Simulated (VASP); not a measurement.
# BeC2 (I4/mmm) in VASP: single point with PBEsol

Aim: the single point of BeC2 with PBEsol.

All numbers are computed with VASP 6.6.1; they aren't measurements. Logs are shortened: lines on timing, memory, paths and dates and some standing lists are left out, and cuts for length are marked.

### 1 The cell of the first run

Symmetry: I4/mmm, No. 139, tetragonal system. Conventional cell: a = 3.500 Å, b = 3.500 Å, c = 5.756 Å, α = 90.00°, β = 90.00°, γ = 90.00°. Within 3.1 Å of Be (site symmetry 4/mmm) lie 10 C at 2.37 to 2.53 Å. Within 1.4 Å of C (site symmetry 4mm) lie 1 C at 1.01 Å.

### 2 Single point, PBEsol (Sr replaced by Be, lengths x 0.829, strained)

The input, INCAR:

```
PREC = Accurate
ENCUT = 520
EDIFF = 1E-6
ISMEAR = 0
SIGMA = 0.02
LREAL = F
LASPH = T
NELM = 80
ALGO = Normal
ISIF = 2
LWAVE = F
LCHARG = T
GGA = PS
LELF = T
LVHAR = T
NBANDS = 12
```

The input, KPOINTS:

```
Automatic mesh
0
Gamma
  14 14 14
```

The input, POSCAR:

```
BeC2
1.0
   -1.7500159636      1.7500159636      2.8779155652
    1.7500159636     -1.7500159636      2.8779155652
    1.7500159636      1.7500159636     -2.8779155652
Be C
1 2
Direct
    0.0000000000      0.0000000000      0.0000000000
    0.4120000000      0.4120000000      0.0000000000
    0.5880000000      0.5880000000      0.0000000000
```

Potentials or basis: VASP PAW PBE potentials, release 64 (Be, C).

Started as:

```
$ cat potpaw_PBE.64/Be/POTCAR potpaw_PBE.64/C/POTCAR > POTCAR
$ mpirun -np 1 vasp_std > vasp.out
```

OUTCAR:

```text
PREC = Accurate
   ENCUT = 520
   EDIFF = 1E-6
   ISMEAR = 0
   LREAL = F
   LASPH = T
   NELM = 80
   ISIF = 2
   GGA = PS

 ion  position               nearest neighbor table
   1  0.000  0.000  0.000-
   2  0.412  0.412  0.000-   3 1.01
   3  0.588  0.588  0.000-   2 1.01

 -----------------------------------------------------------------------------
|                                                                             |
|           W    W    AA    RRRRR   N    N  II  N    N   GGGG   !!!           |
|           W    W   A  A   R    R  NN   N  II  NN   N  G    G  !!!           |
|           W    W  A    A  R    R  N N  N  II  N N  N  G       !!!           |
|           W WW W  AAAAAA  RRRRR   N  N N  II  N  N N  G  GGG   !            |
|           WW  WW  A    A  R   R   N   NN  II  N   NN  G    G                |
|           W    W  A    A  R    R  N    N  II  N    N   GGGG   !!!           |
|                                                                             |
|     The distance between some ions is very small. Please check the          |
|     nearest-neighbor list in the OUTCAR file.                               |
|     I HOPE YOU KNOW WHAT YOU ARE DOING!                                     |
|                                                                             |
 -----------------------------------------------------------------------------

  LATTYP: Found a body centered tetragonal cell.
 ALAT       =     3.5000319272
 C/A-ratio  =     1.6445081788

  Lattice vectors:

 A1 = (  -1.7500159636,   1.7500159636,   2.8779155652)
 A2 = (   1.7500159636,  -1.7500159636,   2.8779155652)
 A3 = (   1.7500159636,   1.7500159636,  -2.8779155652)

Analysis of symmetry for initial positions (statically):
=====================================================================
 Subroutine PRICEL returns:
 Original cell was already a primitive cell.

 Routine SETGRP: Setting up the symmetry group for a
 body centered tetragonal supercell.

 Subroutine GETGRP returns: Found 16 space group operations
 (whereof 16 operations were pure point group operations)
 out of a pool of 16 trial point group operations.

The static configuration has the point symmetry D_4h.

Analysis of symmetry for dynamics (positions and initial velocities):
=====================================================================
 Subroutine PRICEL returns:
 Original cell was already a primitive cell.

 Routine SETGRP: Setting up the symmetry group for a
 body centered tetragonal supercell.

 Subroutine GETGRP returns: Found 16 space group operations
 (whereof 16 operations were pure point group operations)
 out of a pool of 16 trial point group operations.

The dynamic configuration has the point symmetry D_4h.

 Subroutine INISYM returns: Found 16 space group operations
 (whereof 16 operations are pure point group operations),
 and found     1 'primitive' translations

----------------------------------------------------------------------------------------

                                     Primitive cell

  volume of cell :      35.2551

  direct lattice vectors                    reciprocal lattice vectors
    -1.750015964  1.750015964  2.877915565     0.000000000  0.285711679  0.173736855
     1.750015964 -1.750015964  2.877915565     0.285711679  0.000000000  0.173736855
     1.750015964  1.750015964 -2.877915565     0.285711679  0.285711679  0.000000000

  length of vectors
     3.795722559  3.795722559  3.795722559     0.334388485  0.334388485  0.404057332

  position of ions in fractional coordinates (direct lattice)
     0.000000000  0.000000000  0.000000000
     0.412000000  0.412000000  0.000000000
     0.588000000  0.588000000  0.000000000

  ion indices of the primitive-cell ions
   primitive index   ion index
                 1           1
                 2           2
                 3           3

----------------------------------------------------------------------------------------

 KPOINTS: Automatic mesh

Automatic generation of k-mesh.
 Grid dimensions read from file:
 generate k-points for:   14   14   14

 Generating k-lattice:

  Cartesian coordinates                     Fractional coordinates (reciprocal lattice)
     0.000000000  0.020407977  0.012409775     0.071428571  0.000000000  0.000000000
     0.020407977  0.000000000  0.012409775     0.000000000  0.071428571  0.000000000
     0.020407977  0.020407977  0.000000000     0.000000000  0.000000000  0.071428571

  Length of vectors
     0.023884892  0.023884892  0.028861238

  Shift w.r.t. Gamma in fractional coordinates (k-lattice)
     0.000000000  0.000000000  0.000000000

 Subroutine IBZKPT returns following result:
 ===========================================

 Found    244 irreducible k-points:

 Following reciprocal coordinates:
            Coordinates               Weight
  0.000000  0.000000  0.000000      1.000000
  0.071429 -0.000000  0.000000      8.000000
  0.142857  0.000000  0.000000      8.000000
  0.214286  0.000000  0.000000      8.000000
  0.285714 -0.000000  0.000000      8.000000
  0.357143  0.000000  0.000000      8.000000
[... 16 lines left out ...]
  0.214286  0.142857  0.000000     16.000000
  0.285714  0.142857  0.000000     16.000000
 [... further k-points ...]
   k-points           NKPTS =    244   k-points in BZ     NKDIM =    244   number of bands    NBANDS=     12
   number of dos      NEDOS =    301   number of ions     NIONS =      3
   total plane-waves  NPLWV =  21952
   dimension x,y,z NGX =    28 NGY =   28 NGZ =   28
   dimension x,y,z NGXF=    56 NGYF=   56 NGZF=   56
   ions per type =               1   2
   NGX,Y,Z   is equivalent  to a cutoff of  12.26, 12.26, 12.26 a.u.
   NGXF,Y,Z  is equivalent  to a cutoff of  24.53, 24.53, 24.53 a.u.
 SYSTEM =  unknown system
   PREC   = accura    normal or accurate (medium, high low for compatibility)
   ISTART =      0    job   : 0-new  1-cont  2-samecut
   ICHARG =      2    charge: 1-file 2-atom 10-const
   ISPIN  =      1    spin polarized calculation?
   LNONCOLLINEAR =      F non collinear calculations
   LSORBIT =      F    spin-orbit coupling
   LASPH  =      T    aspherical Exc in radial PAW
   ENCUT  =  520.0 eV  38.22 Ry    6.18 a.u.   7.06  7.06  7.06*2*pi/ulx,y,z
   NELM   =     80;   NELMIN=  2; NELMDL= -5     # of ELM steps
   EDIFF  = 0.1E-05   stopping-criterion for ELM
   LREAL  =      F    real-space projection
   EDIFFG = 0.1E-04   stopping-criterion for IOM
   NSW    =      0    number of steps for IOM
   IBRION =     -1    ionic relax: 0-MD 1-quasi-New 2-CG
   NFREE  =      0    steps in history (QN), initial steepest desc. (CG)
   ISIF   =      2    stress and relaxation
   ISYM   =      2    0-nonsym 1-usesym 2-fastsym
   POTIM  = 0.5000    time-step for ionic-motion
   TEBEG  =    0.0;   TEEND  =   0.0 temperature during run
   PSTRESS=    0.0 pullay stress
   NELECT =      10.0000    total number of electrons
   NUPDOWN=      -1.0000    fix difference up-down
   EMIN   =  10.00;   EMAX   =-10.00  energy-range for DOS
   EFERMI =   0.00;   METHOD = LEGACY
   ISMEAR =     0;   SIGMA  =   0.02  broadening in eV -4-tet -1-fermi 0-gaus
   EFERMI_NEDOS =   21; number of points for ismear=-14 and -15
   IALGO  =     38    algorithm
   IMIX   =      4    mixing-type and parameters
     AMIX     =   0.40;   BMIX     =  1.00
     AMIX_MAG =   1.60;   BMIX_MAG =  1.00
  volume/ion in A,a.u.               =      11.75        79.30
  Fermi-wavevector in a.u.,A,eV,Ry     =   1.075641  2.032667 15.741999  1.157004
  Thomas-Fermi vector in A             =   2.211504
   LORBIT       =      0    0 simple, 1 ext, 2 COOP (PROOUT), +10 PAW based schemes
   GGA     = PS    functional components
   LHFCALC =     F    Hartree Fock is set to
   AEXX    =    0.0000 exact exchange contribution
   IVDW    =     0    specifies the selected vdW correction
   LEPSILON=     F    determine dielectric tensor
   LRPA    =     F    only Hartree local field effects (RPA)
 non-spin polarized calculation
 Gauss-broadening in eV      SIGMA  =   0.02
  energy-cutoff  :      520.00
  volume of cell :       35.26
 maximum number of plane-waves:       975
   NGX = 15   NGY = 15   NGZ = 15

 number of electron      10.0000000 magnetization

 Free energy of the ion-electron system (eV)
  ---------------------------------------------------
  ext. energy  EPLUGINS =         0.00000000
  ---------------------------------------------------
  free energy    TOTEN  =       -14.41099295 eV

  energy without entropy =      -14.41099295  energy(sigma->0) =      -14.41099295

 E-fermi :   2.4114     XC(G=0):  -9.4784

 val. band max:        2.3163573369   @ k =   0.5000   0.5000   0.5000
 cond. band min:       2.7080104144   @ k =   0.5000   0.5000   0.5000
 fundamental gap:      0.3916530775
 Fermi energy:         2.4114474066

 k-point     1 :       0.0000    0.0000    0.0000
  band No.  band energies     occupation
      1     -13.2617      2.00000
      2      -2.9190      2.00000
      3      -1.0057      2.00000
      4      -1.0057      2.00000
      5       0.8359      2.00000
      6       7.8243      0.00000
      7       7.9093      0.00000
      8       8.2861      0.00000
      9       8.2861      0.00000
     10       9.6014      0.00000
     11       9.6014      0.00000
     12      12.3437      0.00000

 k-point     2 :       0.0714   -0.0000    0.0000
  band No.  band energies     occupation
      1     -13.2391      2.00000
      2      -3.0058      2.00000
      3      -1.0083      2.00000
      4      -0.9668      2.00000
      5       0.7906      2.00000
      6       7.2177      0.00000
      7       8.0380      0.00000
      8       8.3292      0.00000
      9       8.7906      0.00000
     10       9.4473      0.00000
     11       9.4982      0.00000
     12      12.5102      0.00000
[... 316 lines left out ...]
 k-point    24 :       0.2857    0.1429    0.0000
  band No.  band energies     occupation
      1     -12.8554      2.00000
      2      -3.7779      2.00000
      3      -1.8618      2.00000
      4      -0.7586      2.00000
      5       0.4471      2.00000
      6       5.8392      0.00000
      7       6.9853      0.00000
      8       7.5923      0.00000
      9       8.9712      0.00000
     10      10.2761      0.00000
     11      12.7569      0.00000
     12      14.4446      0.00000

 [... further k-points ...]

------------------------ aborting loop because EDIFF is reached ----------------------------------------

  FORCE on cell =-STRESS in cart. coord.  units (eV):
  Direction    XX          YY          ZZ          XY          YZ          ZX
  --------------------------------------------------------------------------------------
  -------------------------------------------------------------------------------------
  Total       -2.9454030     -2.9454030     33.0683758      0.0000000     -0.0000000      0.0000000
  in kB     -133.8545850   -133.8545850   1502.8006950      0.0000000     -0.0000000      0.0000000
  external PRESSURE =     411.6971750 kB  Pullay stress =       0.0000000 kB

 VOLUME and BASIS-vectors are now :
 -----------------------------------------------------------------------------
  energy-cutoff  :      520.00
  volume of cell :       35.26
      direct lattice vectors                 reciprocal lattice vectors
    -1.750015964  1.750015964  2.877915565     0.000000000  0.285711679  0.173736855
     1.750015964 -1.750015964  2.877915565     0.285711679  0.000000000  0.173736855
     1.750015964  1.750015964 -2.877915565     0.285711679  0.285711679  0.000000000

 POSITION                                       TOTAL-FORCE (eV/Angst)
 -----------------------------------------------------------------------------------
      0.00000      0.00000      0.00000        -0.000000     -0.000000      0.000000
      0.00000      0.00000      2.37140        -0.000000     -0.000000    -43.569733
      0.00000      0.00000      3.38443         0.000000      0.000000     43.569733
 -----------------------------------------------------------------------------------
    total drift:                               -0.000000     -0.000000      0.000000

  FREE ENERGIE OF THE ION-ELECTRON SYSTEM (eV)
  ---------------------------------------------------
  free  energy   TOTEN  =       -14.4109929494 eV

  energy  without entropy=      -14.4109929494  energy(sigma->0) =      -14.41099295
```

It took 2 min on 1 thread of Intel Xeon 8259CL, shared host; peak memory 0.23 GiB.

What came out:

```
Free energy            : -14.4110 eV
Pressure               : 41.2 GPa
Largest force          : 43.570 eV/Å
Band gap on the k mesh : 0.39 eV
```

Forces in eV/Å, atoms in the order of the input:
```
Be    0.000   0.000   0.000
C     0.000   0.000 -43.570
C     0.000   0.000  43.570
```

Caveat: the cell differs from its parent crystal (Sr replaced by Be, lengths x 0.829, strained); atoms lie so close that the PAW spheres overlap strongly, which falsifies energies and pressures; the cell stands under pressure; the PAW data sets were made with another functional, which shifts forces and pressure a little.
